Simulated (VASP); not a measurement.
Runs of VASP 6.6.1 on Zn. The structure is that of space group R-3m (No. 166), or close to it. The cells are those of the table. 

```csv
cell,further INCAR settings,gap on the mesh (eV),pressure (GPa)
"a = 2.961 Å, angles 114.3°, 1 atom",ALGO = Fast; EDIFF = 1e-06; NBANDS = 12,none,13.6
"a = 3.278 Å, angles 117.0°, 1 atom",ALGO = Fast; EDIFF = 1e-06; NBANDS = 12,none,104.5
"a = 2.553 Å, angles 101.6°, 1 atom",ALGO = Fast; EDIFF = 1e-07; NBANDS = 12,none,(b)
"a = 3.105 Å, angles 115.8°, 1 atom",ALGO = Fast; EDIFF = 1e-07; NBANDS = 12,none,44.9
"a = 2.824 Å, angles 112.1°, 1 atom",ALGO = Fast; EDIFF = 1e-06; NBANDS = 12,none,(a)
```

Alike in all rows: task single point; level PBEsol; potentials or basis VASP PAW PBE potentials, release 64 (Zn); no spin polarisation; k mesh 24 × 24 × 24; cutoff (eV) 520; smearing gaussian 0.15 eV.

**Question.** Fill in the values left out.

**Answer.** (a) -2.0; (b) 1.3.

Caveats: the PAW data sets were made with another functional, which shifts forces and pressure a little.

A gap of «none» marks levels without a gap at the run's occupations.
